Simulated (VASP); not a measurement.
Set up this calculation in VASP 6.6.1, as the native input.

| Item | Value |
| --- | --- |
| Task | single point |
| Functional | PBEsol |
| Potentials or basis | VASP PAW PBE potentials, release 64 (Mg, O) |
| Cutoff | 520 eV |
| k mesh | 9 × 9 × 8 |
| Occupations | gaussian, width 0.05 eV |
| Spin | no spin polarisation |
| Dipole correction | no |
| Further INCAR settings | ALGO = Normal; EDIFF = 1e-06; NBANDS = 11 |

The structure of MgO lies in POSCAR:

```
MgO
1.0
    2.9380209034      0.0000000000      0.0000000000
   -1.4690104517      2.5444007392      0.0000000000
    0.0000000000      0.0000000000      2.6796800000
Mg O
1 1
Direct
    0.0000000000      0.0000000000      0.0000000000
    0.3333333333      0.6666666667      0.4720115835
```

This cell differs from its parent crystal: all O atoms moved +0.075 Å, as atom 2 towards its neighbour atom 2 (O) at 2.680 Å.

One way to write it, as run:

INCAR

```
SYSTEM = MgO
ALGO = Normal
EDIFF = 1E-6
ENCUT = 520
GGA = PS
ISIF = 2
ISMEAR = 0
LASPH = .True.
LCHARG = .False.
LREAL = .False.
LWAVE = .False.
NBANDS = 11
NELM = 100
PREC = Accurate
SIGMA = 0.05
```

KPOINTS

```
k-points
0
Gamma
  9 9 8
  0 0 0
```

Potentials or basis: VASP PAW PBE potentials, release 64 (Mg, O).

The run is started by

```sh
$ cat potpaw_PBE.64/Mg/POTCAR potpaw_PBE.64/O/POTCAR > POTCAR
$ mpirun -np 1 vasp_std > vasp.out
```

It gave:

- Pressure: -3.8 GPa
- Largest force: 0.256 eV/Å
- Band gap on the k mesh: 2.91 eV, indirect (least direct gap 3.33 eV)

Caveat: the cell differs from its parent crystal (all O atoms moved +0.075 Å, as atom 2 towards its neighbour atom 2 (O) at 2.680 Å); the PAW data sets were made with another functional, which shifts forces and pressure a little.

Wall time 8.8 s on 1 thread of Intel(R) Xeon(R) Platinum 8375C CPU @ 2.90GHz (Ice Lake), with other jobs on the host, peak memory 0.14 GiB.
